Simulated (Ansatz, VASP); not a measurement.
## One calculation of AgCl, two programs

```
Ag Cl
1.0
     1.87091   -5.55660    0.00000
     1.87091    5.55660    0.00000
     0.00000    0.00000    4.00252
Ag Cl
2 2
Cartesian
  1.8709 1.1496 3.0019
  1.8709 -1.1496 1.0006
  1.8709 -4.0613 1.0006
  1.8709 4.0613 3.0019
```

Change from the starting cell: zz strain of +2 %, crystal datasets.

Alike in both runs: task electric field gradients; functional PBEsol; k mesh 9 × 9 × 8; occupations fermi-dirac, width 0.03 eV; no spin polarisation.

```csv
,VASP,Ansatz
version,VASP 6.6.1,Ansatz 0.2.0
potentials or method,"VASP PAW PBE potentials, release 64 (Ag, Cl), cutoff 520 eV","all-electron PAW with datasets made for the crystal, scalar-relativistic"
```

|  | VASP | Ansatz | Ansatz less VASP |
| --- | --- | --- | --- |
| pressure (GPa) | -4.0 | -3.9 | +0.11 |
| traceless stress, the component that is largest in VASP (GPa) | 0.84 | 0.81 | -0.028 |
| rms of the force components (eV/Å) | 0.021 | 0.019 | -0.0016 |
| size of Vzz on the site where it differs most (V/Å²) | 44.7 | 41.6 | -3.07 |

VASP's potentials were made for PBE, not for PBEsol. Atom by atom the forces differ by 0.002 eV/Å (rms over components). Ansatz ran all-electron here, and VASP with PAW potentials.
